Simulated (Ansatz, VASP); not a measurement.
# One calculation of LiCl, two programs

Contents of INCAR:

```
ALGO = Normal ; EDIFF = 1E-6
ENCUT = 520 ; GGA = PE
ISIF = 2 ; ISMEAR = 0
LASPH = T ; LCHARG = F
LREAL = F ; LWAVE = F
NBANDS = 12 ; NELM = 100
PREC = Accurate ; SIGMA = 0.05
```

KPOINTS

```
k-points
0
Gamma
  8 8 8
```

POSCAR

```
LiCl
1.0
    0.0000000000      2.6288790000      2.4365220000
    2.6288790000      0.0000000000      2.4365220000
    2.6288790000      2.6288790000      0.0000000000
Li Cl
1 1
Direct
    0.0000000000      0.0000000000      0.0000000000
    0.5000000000      0.5000000000      0.5000000000
```

Input for Ansatz:

```yaml
crystal:
  lattice:
    - [0.0, 2.628879, 2.436522]
    - [2.628879, 0.0, 2.436522]
    - [2.628879, 2.628879, 0.0]
  atoms:
    - { symbol: Li, position: [0.0, 0.0, 0.0] }
    - { symbol: Cl, position: [0.5, 0.5, 0.5] }
basis:
  ecutwfc: 420
kpoints:
  mp_grid: { grid: [8, 8, 8] }
hamiltonian:
  xc: pbe
scf:
  occupations: { method: gaussian, width: 0.05 }
output:
  forces: true
  stress: true
  eigenvalues: true
```

Change from the starting cell: strain +0.025 along x and y, -0.050 along z, atoms carried along.

Alike in both runs: task single point; functional PBE; k mesh 8 × 8 × 8; occupations gaussian, width 0.05 eV; no spin polarisation.

|  | VASP | Ansatz |
| --- | --- | --- |
| version | VASP 6.6.1 | Ansatz 0.2.0 |
| potentials or method | VASP PAW PBE potentials, release 64 (Li_sv, Cl), cutoff 520 eV | scalar-relativistic, plane waves, PAW |
| valence electrons in the cell | 10 | 10 |

|  | VASP | Ansatz | Ansatz less VASP |
| --- | --- | --- | --- |
| gap on the k mesh at the Fermi level (eV) | 6.28 | 6.27 | -0.012 |
| least direct gap on the mesh (eV) | 6.28 | 6.27 | -0.012 |

The functional is the same, so the differences come from potentials, cutoffs and numerics.

Noted on VASP's run: the cutoff is short for stress, so the pressure is rough.
